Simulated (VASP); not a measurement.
Set up this calculation in VASP 6.6.1, as the native input.

```
Task                   : single point
Functional             : r2SCAN
Dispersion             : D4
Potentials or basis    : VASP PAW PBE potentials, release 64 (Cd, Te)
Cutoff                 : 550 eV
k mesh                 : 6 × 6 × 6
Occupations            : gaussian, width 0.05 eV
Spin                   : no spin polarisation
Dipole correction      : no
Further INCAR settings : ALGO = Normal; EDIFF = 1e-06; NBANDS = 16
```

The system is CdTe.

```
CELL_PARAMETERS angstrom
0.00000 3.15967 3.15967
3.15967 0.00000 3.15967
3.15967 3.15967 0.00000
ATOMIC_POSITIONS crystal
Cd 0.50000 0.50000 0.50000
Te 0.00000 0.00000 0.00000
```

These files were run (other wordings do the same):

POSCAR

```
CdTe
1.0
    0.0000000000      3.1596716324      3.1596716324
    3.1596716324      0.0000000000      3.1596716324
    3.1596716324      3.1596716324      0.0000000000
Cd Te
1 1
Direct
    0.5000000000      0.5000000000      0.5000000000
    0.0000000000      0.0000000000      0.0000000000
```

INCAR.step1

```
ALGO     = Normal         # electronic algorithm
EDIFF    = 1E-5           # SCF threshold, eV
ENCUT    = 550            # plane-wave cutoff, eV
GGA      = PE             # functional
GGA_COMPAT= False        
ISMEAR   = 0              # smearing method
LASPH    = True           # aspherical terms in the spheres
LCHARG   = False          # write CHGCAR
LREAL    = False          # projectors in reciprocal space
LWAVE    = True           # write WAVECAR
NBANDS   = 16             # bands
NELM     = 120            # most SCF steps
PREC     = Accurate       # precision mode
SIGMA    = 0.05           # smearing width, eV
```

INCAR.step2

```
ALGO     = Normal         # electronic algorithm
EDIFF    = 1E-6           # SCF threshold, eV
ENCUT    = 550            # plane-wave cutoff, eV
GGA_COMPAT= False        
ISIF     = 2              # what is computed and relaxed
ISMEAR   = 0              # smearing method
ISTART   = 1            
IVDW     = 13             # dispersion correction
LASPH    = True           # aspherical terms in the spheres
LCHARG   = False          # write CHGCAR
LMIXTAU  = True         
LREAL    = False          # projectors in reciprocal space
LWAVE    = False          # write WAVECAR
METAGGA  = R2SCAN         # meta-GGA
NBANDS   = 16             # bands
NELM     = 120            # most SCF steps
PREC     = Accurate       # precision mode
SIGMA    = 0.05           # smearing width, eV
VDW_A1   = 0.51559235   
VDW_A2   = 5.77342911   
VDW_S6   = 1.0          
VDW_S8   = 0.6018749
```

KPOINTS

```
k-points
0
Gamma
  6 6 6
```

Potentials or basis: VASP PAW PBE potentials, release 64 (Cd, Te).

The run is started by

```sh
$ cat potpaw_PBE.64/Cd/POTCAR potpaw_PBE.64/Te/POTCAR > POTCAR
$ cp INCAR.step1 INCAR
$ mpirun -np 1 vasp_std > vasp.out
$ cp INCAR.step2 INCAR
$ mpirun -np 1 vasp_std > vasp.out
```

It gave:

```
Pressure                   : -5.1 GPa
Band gap on the k mesh     : zero (band 9 reaches 2.80 eV, above the bottom of band 10 at 1.84 eV)
Dispersion energy per atom : -0.135 eV
```

Caveat: the PAW data sets were made with another functional, which shifts forces and pressure a little; spin-orbit coupling is left out, which moves the levels of the heavy elements; pairwise dispersion overbinds metals, which lowers pressure and volume.

Wall time 84 s on 1 thread of Intel Xeon 6975P-C (shared host), peak memory 0.23 GiB.
